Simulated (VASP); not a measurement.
Input of a VASP 6.6.1 run:

Contents of POSCAR:

```
Rh
1.0
   -1.5217965875      1.5217965875      1.5217965875
    1.5217965875     -1.5217965875      1.5217965875
    1.5217965875      1.5217965875     -1.5217965875
Rh
1
Direct
    0.0000000000      0.0000000000      0.0000000000
```

File INCAR.step1:

```
SYSTEM = Rh
  PREC = Accurate
  ENCUT = 520
  ISMEAR = 0
  SIGMA = 0.05
  LREAL = .FALSE.
  LASPH = .TRUE.
  NELM = 80
  NBANDS = 14
  GGA = PE
  ALGO = Normal
  EDIFF = 1E-4
  LWAVE = .TRUE.
  LCHARG = .FALSE.
```

The input INCAR.step2:

```
SYSTEM = Rh
  PREC = Accurate
  ENCUT = 520
  EDIFF = 1E-7
  ISMEAR = 0
  SIGMA = 0.05
  LREAL = .FALSE.
  LASPH = .TRUE.
  NELM = 80
  ALGO = Normal
  ISIF = 2
  LWAVE = .FALSE.
  LCHARG = .FALSE.
  METAGGA = R2SCAN
  LMIXTAU = .TRUE.
  NBANDS = 14
  ISTART = 1
```

Contents of KPOINTS:

```
Automatic mesh
0
G
  20 20 20
  0 0 0
```

Potentials or basis: VASP PAW PBE potentials, release 64 (Rh_pv).

Command:

```sh
$ cat potpaw_PBE.64/Rh_pv/POTCAR > POTCAR
$ cp INCAR.step1 INCAR
$ mpirun -np 1 vasp_std > vasp.out
$ cp INCAR.step2 INCAR
$ mpirun -np 1 vasp_std > vasp.out
```

Task: Predict the pressure.

Result: 1.1 GPa.

Task: Estimate the band gap on the k mesh.

Result: Zero (an odd number of electrons rules out a gap without spin polarisation).

Caveat: the PAW data sets were made with another functional, which shifts forces and pressure a little.
